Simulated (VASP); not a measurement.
MgSiN:

```
Mg Si N
1.0
     3.48608    0.00000    0.00000
     0.00000    3.48608    0.00000
     0.00000    0.00000    5.84664
Mg Si N
2 2 2
Direct
  0.50000 0.00000 0.17482
  0.00000 0.50000 0.82518
  0.50000 0.00000 0.62990
  0.00000 0.50000 0.37010
  0.50000 0.50000 0.00000
  0.00000 0.00000 0.00000
```

The cell was built from a structure type or drawn by symmetry, and may not be a known phase.

| Item | Value |
| --- | --- |
| Program | VASP 6.6.1 |
| Task | relaxation of cell and atoms |
| Functional | PBE |
| Potentials or basis | VASP PAW PBE potentials, release 64 (Mg_sv, Si, N) |
| Cutoff | 750 eV |
| k mesh | 6 × 6 × 4 |
| Occupations | gaussian, width 0.1 eV |
| Spin | no spin polarisation |

At the start: pressure 18.1 GPa; volume 11.84 Å³/atom.

**Question.** How do energy, volume and symmetry change on relaxing?

**Answer.** Over 41 steps the energy falls by 350.0 meV/atom and the volume is 14.75 Å³/atom (+24.6 %); space group P4/nmm (No. 129, to 0.1 Å) before and after.

Step by step:
```tsv
step	energy change (eV)	largest force (eV/Å)	pressure (GPa)	volume (Å³)
1	0.0000	1.0720	18.11	71.05
3	-0.6594	1.0625	-0.78	82.95
5	-1.0109	0.5024	1.03	84.68
7	-1.0412	0.4157	2.72	85.71
9	-1.0736	0.1336	-0.01	88.76
11	-1.1075	0.1057	0.33	88.24
13	-1.4679	0.2593	1.11	85.40
15	-1.5853	1.0399	1.52	84.04
17	-1.5981	1.4859	1.97	83.06
19	-1.5989	1.5015	1.95	83.05
21	-1.6015	1.5749	1.88	82.98
23	-1.6047	1.6697	1.83	82.89
25	-1.6281	1.6324	1.74	82.93
27	-1.7144	1.4883	1.44	83.10
29	-1.9448	0.9780	0.94	83.71
31	-2.0113	0.5735	0.87	84.21
33	-2.0412	0.4442	0.58	84.94
35	-2.0687	0.2529	-0.43	88.26
37	-2.0866	0.2049	0.15	87.22
39	-2.0985	0.0980	0.08	88.23
41	-2.1001	0.0306	-0.10	88.51
```

Final structure:
```
Mg Si N
1.0
     3.42963    0.00000    0.00000
     0.00000    3.42963    0.00000
     0.00000    0.00000    7.52519
Mg Si N
2 2 2
Cartesian
  1.7148 0.0000 1.1915
  0.0000 1.7148 6.3337
  1.7148 0.0000 4.0026
  0.0000 1.7148 3.5226
  1.7148 1.7148 0.0000
  0.0000 0.0000 0.0000
```

Caveat: the volume moved by over 15 % at a fixed basis, so the end points are rough.
